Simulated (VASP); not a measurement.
Runs of VASP 6.6.1 on Na2S. The structure is that of space group Fm-3m (No. 225), or close to it. The cells are those of the table. 

```tsv
cell	gap on the mesh (eV)	pressure (GPa)
a = 4.735 Å, angles 60.0°, 3 atoms	2.26	-1.5
a = 4.501 Å, angles 60.0°, 3 atoms	2.77	(c)
a = 4.690 Å, angles 60.0°, 3 atoms	2.35	(a)
a = 4.597 Å, angles 60.0°, 3 atoms	2.55	(b)
```

Alike in all rows: task single point; level PBE; potentials or basis VASP PAW PBE potentials, release 64 (Na_pv, S); no spin polarisation; k mesh 8 × 8 × 8; cutoff (eV) 500; smearing gaussian 0.02 eV.

Question: Estimate the missing entries.

Answer: (a) -0.8; (b) 0.9; (c) 3.3.

Caveats: the cell stands under pressure (at least some runs).

A k mesh can miss the band edges.
